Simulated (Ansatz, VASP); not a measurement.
BeTe: VASP beside Ansatz

The input INCAR:

```
SYSTEM = BeTe
PREC     = Accurate       ! precision mode
ENCUT    = 520            ! plane-wave cutoff, eV
EDIFF    = 1E-6           ! SCF threshold, eV
ISMEAR   = -1             ! smearing method
SIGMA    = 0.03           ! smearing width, eV
LREAL    = .FALSE.        ! projectors in reciprocal space
LASPH    = .TRUE.         ! aspherical terms in the spheres
NELM     = 100            ! most SCF steps
ALGO     = Normal         ! electronic algorithm
ISIF     = 2              ! what is computed and relaxed
LWAVE    = .FALSE.        ! write WAVECAR
LCHARG   = .FALSE.        ! write CHGCAR
GGA      = PE             ! functional
NBANDS   = 11             ! bands
```

File KPOINTS:

```
Automatic mesh
0
G
  4 4 4
  0 0 0
```

The input POSCAR:

```
BeTe
1.0
    0.0000000000      2.7700000000      2.7700000000
    2.7700000000      0.0000000000      2.7700000000
    2.7700000000      2.7700000000      0.0000000000
Te Be
1 1
Direct
    0.7500000000      0.7500000000      0.7500000000
    0.0000000000      0.0000000000      0.0000000000
```

input.yaml

```yaml
crystal:
  lattice:
    - [0.0, 2.77, 2.77]
    - [2.77, 0.0, 2.77]
    - [2.77, 2.77, 0.0]
  atoms:
    - { symbol: Te, position: [0.75, 0.75, 0.75] }
    - { symbol: Be, position: [0.0, 0.0, 0.0] }
kpoints:
  mp_grid: { grid: [4, 4, 4] }
scf:
  occupations: { method: fermi_dirac, width: 0.03 }
hamiltonian:
  xc: pbe
  pseudopotentials: { kind: all_electron, lapw: { basis_error: 0.003 } }
output:
  forces: true
  stress: true
  eigenvalues: true
```

Alike in both runs: task single point; functional PBE; k mesh 4 × 4 × 4; occupations fermi-dirac, width 0.03 eV; no spin polarisation.

|  | VASP | Ansatz |
| --- | --- | --- |
| version | VASP 6.6.1 | Ansatz 0.2.0 |
| potentials or method | VASP PAW PBE potentials, release 64 (Te, Be), cutoff 520 eV | all-electron LAPW, scalar-relativistic |

VASP gave:

* gap on the k mesh at the Fermi level (eV): 1.84
* least direct gap on the mesh (eV): 3.55
* pressure (GPa): 5.0

Q: Which values does Ansatz return?

A: gap on the k mesh at the Fermi level (eV): 1.85; least direct gap on the mesh (eV): 3.57; pressure (GPa): 4.8.

Ansatz ran all-electron here, and VASP with PAW potentials.

The k mesh is coarse, so the values compare programs but aren't converged. Spin-orbit coupling is off throughout.
